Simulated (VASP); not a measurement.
Input of a VASP 6.6.1 run:

The input INCAR:

```
SYSTEM = ZrPb
PREC = Accurate
ENCUT = 520
EDIFF = 1E-8
ISMEAR = -1
SIGMA = 0.15
LREAL = .FALSE.
LASPH = .TRUE.
NELM = 80
ALGO = Normal
ISIF = 2
LWAVE = .FALSE.
LCHARG = .FALSE.
NBANDS = 20
IBRION = 8
NSW = 1
```

The input KPOINTS:

```
regular mesh
0
G
  12 12 12
  0 0 0
```

File POSCAR:

```
ZrPb
1.0
    3.5699000000      0.0000000000      0.0000000000
    0.0000000000      3.5699000000      0.0000000000
    0.0000000000      0.0000000000      3.5699000000
Zr Pb
1 1
Direct
    0.0000000000      0.0000000000      0.0000000000
    0.5000000000      0.5000000000      0.5000000000
```

Potentials or basis: VASP PAW LDA potentials, release 64 (Zr_sv, Pb_d).

Command:

```bash
$ cat potpaw_LDA.64/Zr_sv/POTCAR potpaw_LDA.64/Pb_d/POTCAR > POTCAR
$ mpirun -np 1 vasp_std > vasp.out
```

Task: Estimate the highest phonon frequency at Γ.

Result: 148 cm⁻¹.

Phonon frequencies in cm⁻¹ (negative: imaginary):
| q point | frequencies |
| --- | --- |
| (0.000, 0.000, 0.000) | 0 0 0 148 148 148 |
